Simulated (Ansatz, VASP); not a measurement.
## W in VASP and in Ansatz

```
CELL_PARAMETERS angstrom
-1.59905 1.59905 1.59905
1.59905 -1.59905 1.59905
1.59905 1.59905 -1.59905
ATOMIC_POSITIONS crystal
W 0.00000 0.00000 0.00000
```

Alike in both runs: functional RPBE; k mesh 14 × 14 × 14; occupations tetrahedron; no spin polarisation.

Ansatz relaxed the structure, and its values are those at the end. VASP's run is a single point on that final structure, the one shown.

|  | VASP | Ansatz |
| --- | --- | --- |
| version | VASP 6.6.1 | Ansatz 0.2.0 |
| potentials or method | VASP PAW PBE potentials, release 64 (W_sv) | PAW with Ansatz's default frozen-core files, scalar-relativistic |
| plane-wave cutoff (eV) | 520 | 420 |
| valence electrons in the cell | 14 | 14 |

Ansatz gave:

* gap on the k mesh at the Fermi level (eV): none
* pressure (GPa): 0.0

**Question.** Estimate VASP's values.

**Answer.** gap on the k mesh at the Fermi level (eV): none; pressure (GPa): 0.5.

VASP's potentials were made for PBE, not for RPBE. A gap of «none» marks a metal or a gap that the smearing closes. Ansatz's warnings: band table not solved further, forces under tetrahedra, tetrahedron derivatives may miss energy slope.

Neither program's run includes spin-orbit coupling.
